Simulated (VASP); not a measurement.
A run of VASP 6.6.1 is set up as follows.

Contents of POSCAR:

```
InAs
1.0
    0.0000000000      3.0180000000      3.0180000000
    3.0180000000      0.0000000000      3.0180000000
    3.0180000000      3.0180000000      0.0000000000
In As
1 1
Direct
    0.0000000000      0.0000000000      0.0000000000
    0.7500000000      0.7500000000      0.7500000000
```

Contents of INCAR.step1:

```
SYSTEM = InAs
  ALGO = Normal
  EDIFF = 1E-5
  ENCUT = 520
  GGA = PE
  ISIF = 2
  ISMEAR = -1
  LASPH = .True.
  LREAL = .False.
  LWAVE = .True.
  NBANDS = 16
  NELM = 60
  PREC = Accurate
  SIGMA = 0.05
```

INCAR.step2

```
SYSTEM = InAs
  ALGO = Normal
  EDIFF = 1E-6
  ENCUT = 520
  GGA = PE
  HFSCREEN = 0.2079
  ISIF = 2
  ISMEAR = -1
  ISTART = 1
  LASPH = .True.
  LCHARG = .True.
  LELF = .True.
  LHFCALC = .True.
  LREAL = .False.
  LVHAR = .True.
  LWAVE = .False.
  NBANDS = 16
  NELM = 60
  PREC = Accurate
  PRECFOCK = Normal
  SIGMA = 0.05
```

The input KPOINTS:

```
k-points
0
Gamma
  6 6 6
  0 0 0
```

Potentials or basis: VASP PAW PBE potentials, release 64 (In_d, As).

Run with:

```console
$ cat potpaw_PBE.64/In_d/POTCAR potpaw_PBE.64/As/POTCAR > POTCAR
$ cp INCAR.step1 INCAR
$ mpirun -np 1 vasp_std > vasp.out
$ cp INCAR.step2 INCAR
$ mpirun -np 1 vasp_std > vasp.out
```

Task: Estimate the band gap on the k mesh.

Result: 0.57 eV.

Task: Predict the pressure.

Result: 2.0 GPa.

Caveat: the PAW data sets were made with another functional, which shifts forces and pressure a little; spin-orbit coupling is left out, which moves the levels of the heavy elements.
